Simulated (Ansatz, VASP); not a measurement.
## Two plane-wave programs on AlN

```xyz
2
Lattice="0.0000 2.1849 2.0634 2.1849 0.0000 2.0634 2.1849 2.1849 0.0000" Properties=species:S:1:pos:R:3 pbc="T T T"
Al    0.0000    0.0000    0.0000
N     3.2773    3.2773    3.0951
```

Change from the starting cell: uniaxial_z strain -5.6%.

Alike in both runs: task single point; functional PBE; k mesh 10 × 10 × 10; occupations fermi-dirac, width 0.02 eV; no spin polarisation.

|  | VASP | Ansatz |
| --- | --- | --- |
| version | VASP 6.6.1 | Ansatz 0.2.0 |
| potentials or method | VASP PAW PBE potentials, release 64 (Al, N) | plane waves, PAW |
| plane-wave cutoff (eV) | 520 | 420 |
| valence electrons in the cell | 8 | 8 |

Ansatz gave:

```
gap on the k mesh at the Fermi level (eV)                     : 3.05
pressure (GPa)                                                : 17.7
traceless stress, the component that is largest in VASP (GPa) : 3.69
```

Problem. Estimate VASP's values.

Solution. gap on the k mesh at the Fermi level (eV): 3.04; pressure (GPa): 17.5; traceless stress, the component that is largest in VASP (GPa): 3.73.

With one functional, cell and mesh, what is left measures potentials, basis and numerics.
